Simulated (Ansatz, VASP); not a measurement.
**NbAs in VASP and in Ansatz**

```
Nb As
1.0
    -1.73668    1.73668    5.87520
     1.73668   -1.73668    5.87520
     1.73668    1.73668   -5.87520
Nb As
2 2
Direct
  0.74890 0.74890 0.00000
  0.49890 0.99890 0.50000
  0.16710 0.16710 0.00000
  0.91710 0.41710 0.50000
```

Alike in both runs: functional PBE; k mesh 18 × 18 × 18; occupations gaussian, width 0.1 eV; no spin polarisation.

Ansatz relaxed the structure, and its values are those at the end. VASP's run is a single point on that final structure, the one shown.

|  | VASP | Ansatz |
| --- | --- | --- |
| version | VASP 6.6.1 | Ansatz 0.2.0 |
| potentials or method | VASP PAW PBE potentials, release 64 (Nb_sv, As), cutoff 520 eV | scalar-relativistic, plane waves, PAW |
| valence electrons in the cell | 36 | 56 |

|  | VASP | Ansatz | Ansatz less VASP |
| --- | --- | --- | --- |
| gap on the k mesh at the Fermi level (eV) | none | none | - |
| pressure (GPa) | 0.0 | 0.0 | 0.00 |

A gap of «none» marks a metal or a gap that the smearing closes. VASP's potentials hold 36 valence electrons a cell and Ansatz's 56, so a difference there can come from the potentials and not from the codes.
